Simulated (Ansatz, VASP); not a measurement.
## BN in VASP and in Ansatz

```
CELL_PARAMETERS angstrom
-2.50399 0.00000 0.00000
-1.25200 -2.16852 0.00000
0.00000 0.00000 19.32240
ATOMIC_POSITIONS crystal
B 0.33333 0.33333 0.60329
B 0.33333 0.33333 0.25855
B 0.66667 0.66667 0.08618
B 0.66667 0.66667 0.43092
N 0.33333 0.33333 0.08618
N 0.33333 0.33333 0.43092
N 0.66667 0.66667 0.60329
N 0.66667 0.66667 0.25855
```

Alike in both runs: task single point; functional PBE; dispersion D3(BJ); k mesh 10 × 10 × 2; occupations gaussian, width 0.05 eV; no spin polarisation.

|  | VASP | Ansatz |
| --- | --- | --- |
| version | VASP 6.6.1 | Ansatz 0.2.0 |
| potentials or method | VASP PAW PBE potentials, release 64 (B, N), cutoff 520 eV | scalar-relativistic, plane waves, PAW |
| valence electrons in the cell | 32 | 32 |

```tsv
	VASP	Ansatz	Ansatz less VASP
gap on the k mesh at the Fermi level (eV)	4.33	4.34	+0.007
least direct gap on the mesh (eV)	4.73	4.74	+0.004
rms of the force components (eV/Å)	0.010	0.010	-0.0001
```

Atom by atom the forces differ by 0.000 eV/Å (rms over components).
